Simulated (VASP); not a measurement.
Here is a VASP 6.6.1 calculation.

INCAR

```
PREC = Accurate
ENCUT = 600
EDIFF = 1E-6
ISMEAR = -1
SIGMA = 0.05
LREAL = False
LASPH = True
NELM = 80
ALGO = Normal
ISIF = 3
LWAVE = False
LCHARG = False
IBRION = 2
NSW = 45
EDIFFG = -0.005
```

Contents of KPOINTS:

```
Automatic mesh
0
Gamma
  18 18 18
```

The input POSCAR:

```
W
1.0
    0.0000000000      1.9864163673      1.9864163673
    1.9864163673      0.0000000000      1.9864163673
    1.9864163673      1.9864163673      0.0000000000
W
1
Direct
    0.0000000000      0.0000000000      0.0000000000
```

Potentials or basis: VASP PAW LDA potentials, release 64 (W_sv).

The run is started by

```bash
$ cat potpaw_LDA.64/W_sv/POTCAR > POTCAR
$ mpirun -np 1 vasp_std > vasp.out
```

Problem. Predict the relaxed volume.

Solution. 15.77 Å³/atom.

Problem. Predict the space group after relaxing (to 0.05 Å).

Solution. Fm-3m (No. 225).

Problem. What does it give for the relaxed cell?

Solution. a = 2.815 Å, b = 2.815 Å, c = 2.815 Å, α = 60.00°, β = 60.00°, γ = 60.00°.

Problem. Predict the band gap on the k mesh.

Solution. Zero (band 7 reaches 14.34 eV, above the bottom of band 8 at 10.28 eV).

The path:
```csv
step,energy change (eV),largest force (eV/Å),pressure (GPa),volume (Å³)
1,0.0000,0.0000,1.89,15.68
2,0.0060,0.0000,-6.23,16.10
3,-0.0006,0.0000,-0.02,15.77
```

Caveat: spin-orbit coupling is left out, which moves the levels of the heavy elements.
